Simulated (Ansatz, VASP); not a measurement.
## Ta in VASP and in Ansatz

```
Ta
1.0
    -1.65953    1.65953    1.65953
     1.65953   -1.65953    1.65953
     1.65953    1.65953   -1.65953
Ta
1
Direct
  0.00000 0.00000 0.00000
```

Alike in both runs: functional PBE; k mesh 18 × 18 × 18; occupations gaussian, width 0.1 eV; no spin polarisation.

Ansatz relaxed the structure, and its values are those at the end. VASP's run is a single point on that final structure, the one shown.

```csv
,VASP,Ansatz
version,VASP 6.6.1,Ansatz 0.2.0
potentials or method,"VASP PAW PBE potentials, release 64 (Ta_pv), cutoff 520 eV","scalar-relativistic, plane waves, PAW"
valence electrons in the cell,11,13
```

|  | VASP | Ansatz | Ansatz less VASP |
| --- | --- | --- | --- |
| gap on the k mesh at the Fermi level (eV) | none | none | - |
| pressure (GPa) | 0.0 | 0.0 | -0.09 |

A gap of «none» marks a metal or a gap that the smearing closes. VASP's potentials hold 11 valence electrons a cell and Ansatz's 13, so a difference there can come from the potentials and not from the codes.

Spin-orbit coupling is off throughout.
